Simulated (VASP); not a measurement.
Crystal: W.

```
W
1.0
     0.00000    2.03000    2.03000
     2.03000    0.00000    2.03000
     2.03000    2.03000    0.00000
W
1
Direct
  0.00000 0.00000 0.00000
```

```yaml
Program: VASP 6.6.1
Task: relaxation of cell and atoms
Functional: PBEsol
Potentials_or_basis: VASP PAW PBE potentials, release 64 (W_sv)
Cutoff: 600 eV
k_mesh: 14 × 14 × 14
Occupations: methfessel-paxton, width 0.1 eV
Spin: no spin polarisation
```

At the start: pressure -12.2 GPa; volume 16.73 Å³/atom.

Task: How do energy, volume and symmetry change on relaxing?

Result: Over 4 steps the energy falls by 28.2 meV/atom and the volume is 16.02 Å³/atom (-4.2 %); space group Fm-3m (No. 225, to 0.05 Å).

Step by step:
| step | energy change (eV) | largest force (eV/Å) | pressure (GPa) | volume (Å³) |
| --- | --- | --- | --- | --- |
| 1 | 0.0000 | 0.0000 | -12.21 | 16.73 |
| 2 | 0.3337 | 0.0000 | 59.77 | 13.83 |
| 3 | -0.0281 | 0.0000 | -0.86 | 16.06 |
| 4 | -0.0282 | 0.0000 | -0.13 | 16.02 |

Final structure:
```cif
data_structure
_symmetry_space_group_name_H-M 'P 1'
_symmetry_Int_Tables_number 1
_cell_length_a 2.8298
_cell_length_b 2.8298
_cell_length_c 2.8298
_cell_angle_alpha 60.000
_cell_angle_beta 60.000
_cell_angle_gamma 60.000
_cell_volume 16.02
loop_
_atom_site_label
_atom_site_type_symbol
_atom_site_fract_x
_atom_site_fract_y
_atom_site_fract_z
_atom_site_occupancy
W1 W 0.00000 0.00000 0.00000 1
```

Caveat: the PAW data sets were made with another functional, which shifts forces and pressure a little.
